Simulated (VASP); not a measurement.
Input of a VASP 6.6.1 run:

The input POSCAR:

```
BN
1.0
    3.6260020000      0.0000000000      0.0000000000
    0.0000000000     -3.6260020000      0.0000000000
    0.0000000000      0.0000000000     -3.6260020000
B N
4 4
Direct
    0.0000000000      0.5000000000      0.5000000000
    0.5000000000      0.0000000000      0.5000000000
    0.5000000000      0.5000000000      0.0000000000
    0.0000000000      0.0000000000      0.0000000000
    0.7500000000      0.7500000000      0.7362107081
    0.2500000000      0.2500000000      0.7500000000
    0.2500000000      0.7500000000      0.2500000000
    0.7500000000      0.2500000000      0.2500000000
```

The input INCAR.step1:

```
PREC     = Accurate       # precision mode
ENCUT    = 520            # plane-wave cutoff, eV
ISMEAR   = 0              # smearing method
SIGMA    = 0.05           # smearing width, eV
LREAL    = False          # projectors in reciprocal space
LASPH    = True           # aspherical terms in the spheres
NELM     = 100            # most SCF steps
NBANDS   = 26             # bands
GGA      = PE             # functional
ALGO     = Normal         # electronic algorithm
EDIFF    = 1E-4           # SCF threshold, eV
LWAVE    = True           # write WAVECAR
LCHARG   = False          # write CHGCAR
```

File INCAR.step2:

```
PREC     = Accurate       # precision mode
ENCUT    = 520            # plane-wave cutoff, eV
EDIFF    = 1E-6           # SCF threshold, eV
ISMEAR   = 0              # smearing method
SIGMA    = 0.05           # smearing width, eV
LREAL    = False          # projectors in reciprocal space
LASPH    = True           # aspherical terms in the spheres
NELM     = 100            # most SCF steps
ALGO     = Normal         # electronic algorithm
ISIF     = 2              # what is computed and relaxed
LWAVE    = False          # write WAVECAR
LCHARG   = False          # write CHGCAR
METAGGA  = R2SCAN         # meta-GGA
LMIXTAU  = True         
NBANDS   = 26             # bands
ISTART   = 1
```

Contents of KPOINTS:

```
Automatic mesh
0
Gamma
  6 6 6
```

Potentials or basis: VASP PAW PBE potentials, release 64 (B, N).

Launch:

```console
$ cat potpaw_PBE.64/B/POTCAR potpaw_PBE.64/N/POTCAR > POTCAR
$ cp INCAR.step1 INCAR
$ mpirun -np 1 vasp_std > vasp.out
$ cp INCAR.step2 INCAR
$ mpirun -np 1 vasp_std > vasp.out
```

Task: What does it give for the largest force?

Result: 1.788 eV/Å.

Task: Predict the band gap on the k mesh.

Result: 4.84 eV.

Task: Estimate the pressure.

Result: -3.9 GPa.

Stress tensor (GPa, compression positive):
```
-3.80  0.08  0.00
 0.08 -3.80  0.00
 0.00  0.00 -4.01
```

Caveat: the cell differs from its parent crystal (atom 5 (N) moved +0.050 Å along Cartesian [0 0 1]); the PAW data sets were made with another functional, which shifts forces and pressure a little. A k mesh can miss the band edges.
